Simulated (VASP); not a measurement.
Crystal: AlN.

```xyz
2
Lattice="0.0392 2.1803 2.1803 2.1803 0.0392 2.1803 2.1803 2.1803 0.0392" Properties=species:S:1:pos:R:3 pbc="T T T"
Al    0.0057    0.0057    0.0057
N     1.0943    1.0943    1.0943
```

This cell differs from its parent crystal: epitaxial 111 strain -2.0%.

Base run:

- Program: VASP 6.6.1
- Functional: r2SCAN
- Potentials or basis: VASP PAW PBE potentials, release 64 (Al, N)
- Cutoff: 520 eV
- k mesh: 10 × 10 × 10
- Occupations: gaussian, width 0.01 eV
- Spin: no spin polarisation

Its results: band gap on the k mesh 3.86 eV, indirect (least direct gap 5.08 eV); pressure 7.2 GPa; largest force 0.004 eV/Å.

Problem. The run is repeated on the same cell with these changes: functional from r2SCAN to PBE; occupations from gaussian, width 0.01 eV to fermi-dirac, width 0.02 eV. What comes out?

Solution. Band gap on the k mesh 3.23 eV, indirect (least direct gap 4.37 eV); pressure 11.9 GPa; largest force 0.019 eV/Å.

Caveats: the PAW data sets were made with another functional, which shifts forces and pressure a little (some runs).

A k mesh can miss the band edges.
